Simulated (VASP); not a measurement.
Set up this calculation in VASP 6.6.1, as the native input.

| Quantity | Value |
| --- | --- |
| Task | single point |
| Functional | r2SCAN |
| Potentials or basis | VASP PAW PBE potentials, release 64 (Sr_sv, Cl) |
| Cutoff | 520 eV |
| k mesh | 6 × 6 × 6 |
| Occupations | fermi-dirac, width 0.02 eV |
| Spin | no spin polarisation |
| Dipole correction | no |
| Further INCAR settings | ALGO = Normal; EDIFF = 1e-07; NBANDS = 19 |

SrCl2:

```
Sr Cl
1.0
     0.00000    3.49765    3.49765
     3.49765    0.00000    3.49765
     3.49765    3.49765    0.00000
Sr Cl
1 2
Direct
  0.00000 0.00000 0.00000
  0.25000 0.25000 0.25000
  0.75000 0.75000 0.75000
```

One way to write it, as run:

POSCAR

```
SrCl2
1.0
    0.0000000000      3.4976509228      3.4976509228
    3.4976509228      0.0000000000      3.4976509228
    3.4976509228      3.4976509228      0.0000000000
Sr Cl
1 2
Direct
    0.0000000000      0.0000000000      0.0000000000
    0.2500000000      0.2500000000      0.2500000000
    0.7500000000      0.7500000000      0.7500000000
```

INCAR.step1

```
ALGO = Normal
EDIFF = 1E-4
ENCUT = 520
GGA = PE
ISMEAR = -1
LASPH = T
LCHARG = F
LREAL = F
LWAVE = T
NBANDS = 19
NELM = 100
PREC = Accurate
SIGMA = 0.02
```

INCAR.step2

```
ALGO = Normal
EDIFF = 1E-7
ENCUT = 520
ISIF = 2
ISMEAR = -1
ISTART = 1
LASPH = T
LCHARG = F
LMIXTAU = T
LREAL = F
LWAVE = F
METAGGA = R2SCAN
NBANDS = 19
NELM = 100
PREC = Accurate
SIGMA = 0.02
```

KPOINTS

```
k-points
0
Gamma
  6 6 6
```

Potentials or basis: VASP PAW PBE potentials, release 64 (Sr_sv, Cl).

The run is started by

```console
$ cat potpaw_PBE.64/Sr_sv/POTCAR potpaw_PBE.64/Cl/POTCAR > POTCAR
$ cp INCAR.step1 INCAR
$ mpirun -np 1 vasp_std > vasp.out
$ cp INCAR.step2 INCAR
$ mpirun -np 1 vasp_std > vasp.out
```

It gave:

```yaml
Pressure: 0.0 GPa
Band_gap_on_the_k_mesh: 5.94 eV, indirect (least direct gap 5.99 eV)
```

Caveat: the PAW data sets were made with another functional, which shifts forces and pressure a little.

It took 3.6 min on 1 thread of Intel Xeon 6975P-C, with other jobs on the host, peak memory 0.26 GiB.
